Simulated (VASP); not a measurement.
Wanted: the native input for a VASP 6.6.1 run.

```
Task                   : single point
Functional             : PBE
Dispersion             : D3(BJ)
Potentials or basis    : VASP PAW PBE potentials, release 64 (C_h, O_h)
Cutoff                 : 1000 eV
k mesh                 : 1 × 1 × 1
Occupations            : fermi-dirac, width 0.05 eV
Spin                   : no spin polarisation
Dipole correction      : no
Further INCAR settings : LREAL = Auto; ALGO = Normal; EDIFF = 1e-06; NBANDS = 101
```

The structure of CO2 lies in POSCAR:

```
CO2
1.0
    8.4061180000      0.0000000000      0.0000000000
    0.0000000000      8.4061180000      0.0000000000
    0.0000000000      0.0000000000      8.4061180000
C O
10 20
Direct
    0.5149582721      0.6686677489      0.4147098577
    0.6975038894      0.3075141225      0.5724640078
   -0.0469776893      0.6087233132      0.3451652713
    0.3702184528      0.9390779430      1.0243610665
    0.5726781375      0.3094888747      0.1010573489
    0.0844622928      0.8852243092      0.6007648239
    0.2723730502      0.3239307371      0.6188112039
    0.8200693828      0.9300844932      0.8437307209
    1.0332831397      0.5530614726      0.9345574259
    0.5198594643      1.0089318280      0.4139485075
    0.4560963812      0.6375594537      0.2961176610
    0.5637322721      0.6954577606      0.5455431389
    0.6835259748      0.2921919488      0.7163473080
    0.7058192616      0.3292720849      0.4341956656
    0.0374846035      0.5763064473      0.4548948754
   -0.1325820075      0.6559865089      0.2429421048
    0.2754779317      0.9230420035      1.1183164452
    0.4556919139      0.9621206840      0.9216620561
    0.4366224695      0.2740266078      0.0847240070
    0.7115174924      0.3262147878      0.1087660202
    0.1336645524      0.8637399570      0.7308962353
    0.0285982186      0.9144768132      0.4729888398
    0.1567310856      0.2794274361      0.6769474328
    0.3925712202      0.3862781845      0.5689784512
    0.8592908165      0.9131682425      0.9772525201
    0.7755541857      0.9489398079      0.7139561924
    1.1664242639      0.5418672448      0.9649281630
    0.9022714171      0.5679910751      0.8885314244
    0.6362508830      1.0139876695      0.3371591976
    0.4026234226      1.0195193548      0.4871332998
```

These files were run (other wordings do the same):

INCAR

```
ALGO = Normal
EDIFF = 1E-6
ENCUT = 1000
GGA = PE
GGA_COMPAT = F
ISIF = 2
ISMEAR = -1
IVDW = 12
LASPH = T
LCHARG = F
LREAL = Auto
LWAVE = F
NBANDS = 101
NELM = 120
PREC = Accurate
SIGMA = 0.05
```

KPOINTS

```
k-points
0
Gamma
  1 1 1
```

Potentials or basis: VASP PAW PBE potentials, release 64 (C_h, O_h).

Launch:

```console
$ cat potpaw_PBE.64/C_h/POTCAR potpaw_PBE.64/O_h/POTCAR > POTCAR
$ mpirun -np 1 vasp_gam > vasp.out
```

It gave:

```
Pressure                   : -0.5 GPa
Largest force              : 4.972 eV/Å
Dispersion energy per atom : -0.051 eV
```

Caveat: the k points lie up to 0.75 Å⁻¹ apart; the atoms stand as in a frame of molecular dynamics.

It took 5.1 min on 1 thread of AMD EPYC 7R13 Processor (Zen 3), with other jobs on the host, peak memory 1.2 GiB.
